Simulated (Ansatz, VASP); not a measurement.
# SiO2: VASP beside Ansatz

INCAR

```
ALGO     = Normal         # electronic algorithm
EDIFF    = 1E-6           # SCF threshold, eV
ENCUT    = 520            # plane-wave cutoff, eV
GGA      = CA             # functional
ISIF     = 2              # what is computed and relaxed
ISMEAR   = 0              # smearing method
LASPH    = True           # aspherical terms in the spheres
LCHARG   = True           # write CHGCAR
LELF     = True           # ELF
LREAL    = False          # projectors in reciprocal space
LVHAR    = True         
LWAVE    = False          # write WAVECAR
NBANDS   = 25             # bands
NELM     = 100            # most SCF steps
PREC     = Accurate       # precision mode
SIGMA    = 0.05           # smearing width, eV
```

File KPOINTS:

```
k-points
0
Gamma
  6 6 8
```

The input POSCAR:

```
SiO2
1.0
    4.2050000000      0.0000000000      0.0000000000
    0.0000000000      4.2050000000      0.0000000000
    0.0000000000      0.0000000000      2.9168000000
Si O
2 4
Direct
    0.5000000000      0.5000000000      0.5000000000
    0.0000000000      0.0000000000      0.0000000000
    0.6944252994      0.6944252994      0.0000000000
    0.1944252994      0.8055747006      0.5000000000
    0.3055747006      0.3055747006      0.0000000000
    0.8055747006      0.1944252994      0.5000000000
```

Input for Ansatz:

```yaml
crystal:
  lattice:
    - [4.205, 0.0, 0.0]
    - [0.0, 4.205, 0.0]
    - [0.0, 0.0, 2.9168]
  atoms:
    - { symbol: Si, position: [0.5, 0.5, 0.5] }
    - { symbol: Si, position: [0.0, 0.0, 0.0] }
    - { symbol: O, position: [0.6944252994, 0.6944252994, 0.0] }
    - { symbol: O, position: [0.1944252994, 0.8055747006, 0.5] }
    - { symbol: O, position: [0.3055747006, 0.3055747006, 0.0] }
    - { symbol: O, position: [0.8055747006, 0.1944252994, 0.5] }
basis:
  ecutwfc: 520.0
kpoints:
  mp_grid: { grid: [6, 6, 8] }
hamiltonian:
  xc: lda
  pseudopotentials: { kind: paw, azcp: { folder: soft_1 } }
scf:
  occupations: { method: gaussian, width: 0.05 }
output:
  forces: true
  stress: true
  eigenvalues: true
```

Alike in both runs: task single point; functional LDA; k mesh 6 × 6 × 8; occupations gaussian, width 0.05 eV; no spin polarisation.

|  | VASP | Ansatz |
| --- | --- | --- |
| version | VASP 6.6.1 | Ansatz 0.2.0 |
| potentials or method | VASP PAW LDA potentials, release 64 (Si, O), cutoff 520 eV | scalar-relativistic, plane waves, PAW |
| valence electrons in the cell | 32 | 32 |

```csv
,VASP,Ansatz,Ansatz less VASP
gap on the k mesh at the Fermi level (eV),3.55,3.55,+0.001
least direct gap on the mesh (eV),3.55,3.55,+0.001
rms of the force components (eV/Å),0.036,0.035,-0.0009
```

Ansatz warns that its potentials were made for another functional, while VASP's fit it. LDA's correlation is that of Perdew and Zunger in VASP and of Perdew and Wang (1992) in Ansatz. Atom by atom the forces differ by 0.001 eV/Å (rms over components).
